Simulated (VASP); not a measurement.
# TiSi16 (a cell with a defect) in VASP: relaxation of the atoms with PBE+D3(BJ)

Aim: the relaxation of the atoms of TiSi16 (a cell with a defect) with PBE+D3(BJ).

All numbers are computed with VASP 6.6.1; they aren't measurements. Logs are shortened: lines on timing, memory, paths and dates and some standing lists are left out, and cuts for length are marked.

### 1 The cell of the first run

The cell holds a defect, 17 atoms: a = 7.679 Å, b = 7.679 Å, c = 7.679 Å, α = 60.00°, β = 60.00°, γ = 60.00°.

### 2 Relaxation of the atoms, PBE+D3(BJ)

File INCAR:

```
SYSTEM = TiSi16
  ALGO = Normal
  EDIFF = 1E-6
  EDIFFG = -0.03
  ENCUT = 520
  GGA = PE
  IBRION = 2
  ISIF = 2
  ISMEAR = 0
  IVDW = 12
  LASPH = .TRUE.
  LCHARG = .FALSE.
  LREAL = Auto
  LWAVE = .FALSE.
  NELM = 60
  NSW = 80
  PREC = Accurate
  SIGMA = 0.02
```

File KPOINTS:

```
k-points
0
G
  2 2 2
  0 0 0
```

File POSCAR:

```
TiSi16
1.0
    0.0000000000      5.4300000000      5.4300000000
    5.4300000000      0.0000000000      5.4300000000
    5.4300000000      5.4300000000      0.0000000000
Si Ti
16 1
Direct
    0.0000000000      0.0000000000      0.0000000000
    0.1250000000      0.1250000000      0.1250000000
    0.0000000000      0.0000000000      0.5000000000
    0.1250000000      0.1250000000      0.6250000000
    0.0000000000      0.5000000000      0.0000000000
    0.1250000000      0.6250000000      0.1250000000
    0.0000000000      0.5000000000      0.5000000000
    0.1250000000      0.6250000000      0.6250000000
    0.5000000000      0.0000000000      0.0000000000
    0.6250000000      0.1250000000      0.1250000000
    0.5000000000      0.0000000000      0.5000000000
    0.6250000000      0.1250000000      0.6250000000
    0.5000000000      0.5000000000      0.0000000000
    0.6250000000      0.6250000000      0.1250000000
    0.5000000000      0.5000000000      0.5000000000
    0.6250000000      0.6250000000      0.6250000000
    0.8037183000      0.8127347000      0.3270917000
```

Potentials or basis: VASP PAW PBE potentials, release 64 (Si, Ti_sv).

Command:

```
$ cat potpaw_PBE.64/Si/POTCAR potpaw_PBE.64/Ti_sv/POTCAR > POTCAR
$ mpirun -np 1 vasp_std > vasp.out
```

OUTCAR:

```text
SYSTEM = TiSi16
   EDIFF = 1E-6
   EDIFFG = -0.03
   ENCUT = 520
   GGA = PE
   IBRION = 2
   ISIF = 2
   ISMEAR = 0
   IVDW = 12
   LASPH = .TRUE.
   LREAL = Auto
   NELM = 60
   NSW = 80
   PREC = Accurate
 IVDW          = 12

 ion  position               nearest neighbor table
   1  0.000  0.000  0.000-  17 2.33   4 2.35   6 2.35  10 2.35   2 2.35
   2  0.125  0.125  0.125-   1 2.35   3 2.35   5 2.35   9 2.35
   3  0.000  0.000  0.500-   2 2.35   4 2.35   8 2.35  12 2.35
   4  0.125  0.125  0.625-   1 2.35   3 2.35   7 2.35  11 2.35
   5  0.000  0.500  0.000-   2 2.35   6 2.35   8 2.35  14 2.35
   6  0.125  0.625  0.125-  17 2.33   5 2.35   7 2.35  13 2.35   1 2.35
   7  0.000  0.500  0.500-  17 2.23   6 2.35   8 2.35  16 2.35   4 2.35
   8  0.125  0.625  0.625-   3 2.35   5 2.35   7 2.35  15 2.35
   9  0.500  0.000  0.000-   2 2.35  10 2.35  12 2.35  14 2.35
  10  0.625  0.125  0.125-  17 2.27   9 2.35  11 2.35  13 2.35   1 2.35
  11  0.500  0.000  0.500-  17 2.17  10 2.35  12 2.35  16 2.35   4 2.35
  12  0.625  0.125  0.625-   3 2.35   9 2.35  11 2.35  15 2.35
  13  0.500  0.500  0.000-   6 2.35  10 2.35  14 2.35  16 2.35
  14  0.625  0.625  0.125-   5 2.35   9 2.35  13 2.35  15 2.35
  15  0.500  0.500  0.500-   8 2.35  12 2.35  14 2.35  16 2.35
  16  0.625  0.625  0.625-  17 2.18  11 2.35  13 2.35  15 2.35   7 2.35
  17  0.804  0.813  0.327-  11 2.17  16 2.18   7 2.23  10 2.27   1 2.33   6 2.33

  LATTYP: Found a face centered cubic cell.
 ALAT       =    10.8600000000

  Lattice vectors:

 A1 = (   0.0000000000,   5.4300000000,   5.4300000000)
 A2 = (   5.4300000000,   0.0000000000,   5.4300000000)
 A3 = (   5.4300000000,   5.4300000000,   0.0000000000)

Analysis of symmetry for initial positions (statically):
=====================================================================
 Subroutine PRICEL returns:
 Original cell was already a primitive cell.

 Routine SETGRP: Setting up the symmetry group for a
 face centered cubic supercell.

 Subroutine GETGRP returns: Found  1 space group operations
 (whereof  1 operations were pure point group operations)
 out of a pool of 48 trial point group operations.

The static configuration has the point symmetry C_1 .

Analysis of symmetry for dynamics (positions and initial velocities):
=====================================================================
 Subroutine PRICEL returns:
 Original cell was already a primitive cell.

 Routine SETGRP: Setting up the symmetry group for a
 face centered cubic supercell.

 Subroutine GETGRP returns: Found  1 space group operations
 (whereof  1 operations were pure point group operations)
 out of a pool of 48 trial point group operations.

The dynamic configuration has the point symmetry C_1 .

 Subroutine INISYM returns: Found  1 space group operations
 (whereof  1 operations are pure point group operations),
 and found     1 'primitive' translations

----------------------------------------------------------------------------------------

                                     Primitive cell

  volume of cell :     320.2060

  direct lattice vectors                    reciprocal lattice vectors
     0.000000000  5.430000000  5.430000000    -0.092081031  0.092081031  0.092081031
     5.430000000  0.000000000  5.430000000     0.092081031 -0.092081031  0.092081031
     5.430000000  5.430000000  0.000000000     0.092081031  0.092081031 -0.092081031

  length of vectors
     7.679179644  7.679179644  7.679179644     0.159489025  0.159489025  0.159489025

  position of ions in fractional coordinates (direct lattice)
     0.000000000  0.000000000  0.000000000
     0.125000000  0.125000000  0.125000000
     0.000000000  0.000000000  0.500000000
     0.125000000  0.125000000  0.625000000
     0.000000000  0.500000000  0.000000000
     0.125000000  0.625000000  0.125000000
[... 9 lines left out ...]
     0.625000000  0.625000000  0.625000000
     0.803718300  0.812734700  0.327091700

  ion indices of the primitive-cell ions
   primitive index   ion index
                 1           1
                 2           2
                 3           3
                 4           4
                 5           5
                 6           6
[... 9 lines left out ...]
                16          16
                17          17

----------------------------------------------------------------------------------------

 KPOINTS: k-points

Automatic generation of k-mesh.
 Grid dimensions read from file:
 generate k-points for:    2    2    2

 Generating k-lattice:

  Cartesian coordinates                     Fractional coordinates (reciprocal lattice)
    -0.046040516  0.046040516  0.046040516     0.500000000  0.000000000  0.000000000
     0.046040516 -0.046040516  0.046040516     0.000000000  0.500000000  0.000000000
     0.046040516  0.046040516 -0.046040516     0.000000000  0.000000000  0.500000000

  Length of vectors
     0.079744512  0.079744512  0.079744512

  Shift w.r.t. Gamma in fractional coordinates (k-lattice)
     0.000000000  0.000000000  0.000000000

 Subroutine IBZKPT returns following result:
 ===========================================

 Found      8 irreducible k-points:

 Following reciprocal coordinates:
            Coordinates               Weight
  0.000000  0.000000  0.000000      1.000000
  0.500000  0.000000  0.000000      1.000000
  0.000000  0.500000  0.000000      1.000000
  0.000000  0.000000  0.500000      1.000000
  0.500000  0.500000  0.500000      1.000000
  0.500000  0.500000  0.000000      1.000000
  0.000000  0.500000  0.500000      1.000000
  0.500000  0.000000  0.500000      1.000000
   k-points           NKPTS =      8   k-points in BZ     NKDIM =      8   number of bands    NBANDS=     47
   number of dos      NEDOS =    301   number of ions     NIONS =     17
   total plane-waves  NPLWV = 216000
   dimension x,y,z NGX =    60 NGY =   60 NGZ =   60
   dimension x,y,z NGXF=   120 NGYF=  120 NGZF=  120
   ions per type =              16   1
   NGX,Y,Z   is equivalent  to a cutoff of  12.99, 12.99, 12.99 a.u.
   NGXF,Y,Z  is equivalent  to a cutoff of  25.98, 25.98, 25.98 a.u.
 SYSTEM =  TiSi16
   PREC   = accura    normal or accurate (medium, high low for compatibility)
   ISTART =      0    job   : 0-new  1-cont  2-samecut
   ICHARG =      2    charge: 1-file 2-atom 10-const
   ISPIN  =      1    spin polarized calculation?
   LNONCOLLINEAR =      F non collinear calculations
   LSORBIT =      F    spin-orbit coupling
   LASPH  =      T    aspherical Exc in radial PAW
   ENCUT  =  520.0 eV  38.22 Ry    6.18 a.u.  14.28 14.28 14.28*2*pi/ulx,y,z
   NELM   =     60;   NELMIN=  2; NELMDL= -5     # of ELM steps
   EDIFF  = 0.1E-05   stopping-criterion for ELM
   LREAL  =      T    real-space projection
   EDIFFG = -.3E-01   stopping-criterion for IOM
   NSW    =     80    number of steps for IOM
   IBRION =      2    ionic relax: 0-MD 1-quasi-New 2-CG
   NFREE  =      1    steps in history (QN), initial steepest desc. (CG)
   ISIF   =      2    stress and relaxation
   ISYM   =      2    0-nonsym 1-usesym 2-fastsym
   POTIM  = 0.5000    time-step for ionic-motion
   TEBEG  =    0.0;   TEEND  =   0.0 temperature during run
   PSTRESS=    0.0 pullay stress
   NELECT =      76.0000    total number of electrons
   NUPDOWN=      -1.0000    fix difference up-down
   EMIN   =  10.00;   EMAX   =-10.00  energy-range for DOS
   EFERMI =   0.00;   METHOD = LEGACY
   ISMEAR =     0;   SIGMA  =   0.02  broadening in eV -4-tet -1-fermi 0-gaus
   EFERMI_NEDOS =   21; number of points for ismear=-14 and -15
   IALGO  =     38    algorithm
   IMIX   =      4    mixing-type and parameters
     AMIX     =   0.40;   BMIX     =  1.00
     AMIX_MAG =   1.60;   BMIX_MAG =  1.00
  volume/ion in A,a.u.               =      18.84       127.11
  Fermi-wavevector in a.u.,A,eV,Ry     =   1.013607  1.915439 13.978610  1.027399
  Thomas-Fermi vector in A             =   2.146786
   LORBIT       =      0    0 simple, 1 ext, 2 COOP (PROOUT), +10 PAW based schemes
   GGA     = PE    functional components
   LHFCALC =     F    Hartree Fock is set to
   AEXX    =    0.0000 exact exchange contribution
   IVDW    =    12    specifies the selected vdW correction
   LEPSILON=     F    determine dielectric tensor
   LRPA    =     F    only Hartree local field effects (RPA)
 conjugate gradient relaxation of ions
 non-spin polarized calculation
 Gauss-broadening in eV      SIGMA  =   0.02
  energy-cutoff  :      520.00
  volume of cell :      320.21
 maximum number of plane-waves:      8646
 NGX is ok and might be reduce to    60
   NGX = 29   NGY = 29   NGZ = 29

--------------------------------------- Ionic step        1  -------------------------------------------

 number of electron      76.0000005 magnetization

 Free energy of the ion-electron system (eV)
  ---------------------------------------------------
  ext. energy  EPLUGINS =         0.00000000
  ---------------------------------------------------
  free energy    TOTEN  =       -88.83182954 eV

  energy without entropy =      -88.82605974  energy(sigma->0) =      -88.82894464

------------------------ aborting loop because EDIFF is reached ----------------------------------------

 Edisp (eV)   -5.84280

 E8    (eV) :    -2.4449

  FORCE on cell =-STRESS in cart. coord.  units (eV):
  Direction    XX          YY          ZZ          XY          YZ          ZX
  --------------------------------------------------------------------------------------
  -------------------------------------------------------------------------------------
  Total      12.48556    12.42347    12.53576    -4.14356    -3.88387    -3.80729
  in kB      62.47254    62.16184    62.72372   -20.73265   -19.43328   -19.05007
  external pressure =       62.45 kB  Pullay stress =        0.00 kB
[... 142 lines left out ...]
  FREE ENERGIE OF THE ION-ELECTRON SYSTEM (eV)
  ---------------------------------------------------
  free  energy   TOTEN  =       -96.0132339108 eV

  energy  without entropy=      -96.0132321809  energy(sigma->0) =      -96.01323305

[... ionic steps 4 to 53 ...]

--------------------------------------- Ionic step       54  -------------------------------------------

 number of electron      76.0000003 magnetization

------------------------ aborting loop because EDIFF is reached ----------------------------------------

 Edisp (eV)   -5.83786

 E8    (eV) :    -2.4422
[... 99 lines left out ...]
  energy  without entropy=      -98.0354292046  energy(sigma->0) =      -98.03756650

--------------------------------------- Ionic step       56  -------------------------------------------

 number of electron      76.0000003 magnetization

 Free energy of the ion-electron system (eV)
  ---------------------------------------------------
  ext. energy  EPLUGINS =         0.00000000
  ---------------------------------------------------
  free energy    TOTEN  =       -92.20214536 eV

  energy without entropy =      -92.19765485  energy(sigma->0) =      -92.19990010

 E-fermi :   6.9377     XC(G=0):  -9.7516

 val. band max:        6.8906175294   @ k =   0.5000   0.0000   0.5000
 cond. band min:       6.9415305344   @ k =   0.5000   0.5000   0.5000
 fundamental gap:      0.0509130051
 Fermi energy:         6.9377403307

 k-point     1 :       0.0000    0.0000    0.0000
  band No.  band energies     occupation
      1     -49.8861      2.00000
      2     -26.2614      2.00000
      3     -26.2568      2.00000
      4     -26.2554      2.00000
      5      -5.7209      2.00000
      6      -3.5127      2.00000
[... 437 lines left out ...]
  FREE ENERGIE OF THE ION-ELECTRON SYSTEM (eV)
  ---------------------------------------------------
  free  energy   TOTEN  =       -98.0399977105 eV

  energy  without entropy=      -98.0355072011  energy(sigma->0) =      -98.03775246

 reached required accuracy - stopping structural energy minimisation
```

Wall time 62 min (1 thread of Intel Xeon Platinum 8559C (Emerald Rapids), shared host); peak memory 0.57 GiB.

Results:

| Quantity | Value |
| --- | --- |
| Free energy | -98.0400 eV |
| Energy gained by relaxing | 198.0 meV/atom |
| Ionic steps | 56 |
| Pressure after relaxing | 0.9 GPa |
| Largest force after relaxing | 0.025 eV/Å |
| Band gap on the k mesh | zero (bands 38 and 39 overlap by 0.43 eV) |
| Dispersion energy per atom | -0.343 eV |

Forces in eV/Å, atoms in the order of the input:
```
Si   0.008  0.006 -0.006
Si  -0.002 -0.007  0.011
Si  -0.009 -0.007 -0.007
Si   0.001  0.015  0.020
Si   0.004 -0.003 -0.002
Si   0.016 -0.009 -0.008
Si   0.002  0.001  0.001
Si  -0.001  0.015 -0.007
Si  -0.003  0.005  0.000
Si  -0.011  0.011 -0.005
Si   0.008 -0.008 -0.006
Si   0.018 -0.001 -0.003
Si  -0.004 -0.007 -0.010
Si  -0.009 -0.008 -0.007
Si  -0.003 -0.003  0.006
Si  -0.011 -0.006  0.010
Ti  -0.006  0.008  0.013
```

Stress tensor (GPa, compression positive):
```
 0.95 -0.06 -0.06
-0.06  0.94 -0.08
-0.06 -0.08  0.94
```

The path:
| step | energy change (eV) | largest force (eV/Å) | pressure (GPa) |
| --- | --- | --- | --- |
| 1 | 0.0000 | 4.3842 | 6.25 |
| 3 | -1.3386 | 1.6326 | 4.55 |
| 5 | -1.4881 | 0.6387 | 4.28 |
| 7 | -1.5293 | 0.3805 | 4.17 |
| 9 | -1.5544 | 0.2695 | 4.03 |
| 11 | -1.5972 | 0.3109 | 3.81 |
| 13 | -1.6031 | 0.5696 | 3.65 |
| 15 | -1.6317 | 0.5308 | 3.45 |
| 17 | -1.7135 | 1.1381 | 2.29 |
| 19 | -1.7803 | 1.5413 | 1.72 |
| 21 | -1.8025 | 1.4917 | 1.22 |
| 23 | -1.9404 | 1.1797 | 0.62 |
| 25 | -2.0126 | 1.1892 | 0.31 |
| 27 | -2.2709 | 1.8386 | -0.34 |
| 29 | -2.4006 | 2.1390 | -0.27 |
| 31 | -2.7651 | 1.1904 | -0.18 |
| 33 | -2.8070 | 1.0479 | -0.05 |
| 35 | -2.9256 | 0.9731 | 0.17 |
| 37 | -3.0799 | 0.8800 | 0.32 |
| 39 | -3.1727 | 0.6663 | 0.39 |
| 41 | -3.2471 | 0.7785 | 0.62 |
| 43 | -3.3040 | 0.4085 | 0.79 |
| 45 | -3.3360 | 0.3385 | 0.88 |
| 47 | -3.3502 | 0.2215 | 0.90 |
| 49 | -3.3582 | 0.1161 | 0.92 |
| 51 | -3.3623 | 0.1300 | 0.94 |
| 53 | -3.3644 | 0.0800 | 0.94 |
| 55 | -3.3651 | 0.0370 | 0.94 |
| 56 | -3.3654 | 0.0250 | 0.94 |

Final structure:
```
CELL_PARAMETERS angstrom
0.00000 5.43000 5.43000
5.43000 0.00000 5.43000
5.43000 5.43000 0.00000
ATOMIC_POSITIONS crystal
Si 0.99969 0.00046 0.98356
Si 0.12349 0.12404 0.11817
Si 0.99919 0.99968 0.50041
Si 0.11990 0.12017 0.62115
Si 0.99289 0.49752 0.99835
Si 0.12628 0.61773 0.11872
Si 0.99975 0.48272 0.50135
Si 0.12345 0.61745 0.62484
Si 0.49694 0.99354 0.99831
Si 0.61717 0.12706 0.11849
Si 0.48251 0.00026 0.50103
Si 0.61699 0.12395 0.62480
Si 0.49885 0.49948 0.00027
Si 0.62225 0.62294 0.12390
Si 0.49694 0.49744 0.49451
Si 0.61731 0.61768 0.62785
Ti 0.87012 0.87062 0.37140
```

Levels at points of the mesh, in eV from the Fermi level:
```
           k point  band 35  band 36  band 37  band 38  band 39  band 40
(0.00, 0.00, 0.00)    -0.99    -0.99    -0.41    -0.41    -0.41    -0.11
(0.50, 0.00, 0.00)    -1.38    -1.37    -0.29     0.02     0.04     0.43
(0.00, 0.50, 0.00)    -1.38    -1.37    -0.28     0.02     0.04     0.43
(0.00, 0.00, 0.50)    -1.38    -1.37    -0.28     0.02     0.04     0.43
(0.50, 0.50, 0.50)    -1.37    -1.37    -0.29     0.00     0.01     0.44
(0.50, 0.50, 0.00)    -2.01    -1.89    -0.71    -0.05     0.56     0.57
(0.00, 0.50, 0.50)    -2.01    -1.89    -0.71    -0.05     0.56     0.57
(0.50, 0.00, 0.50)    -2.01    -1.89    -0.71    -0.05     0.56     0.57
```

Caveat: the k points lie up to 0.50 Å⁻¹ apart.

The gap in the log of VASP goes by the Fermi energy; the results here count the filled bands.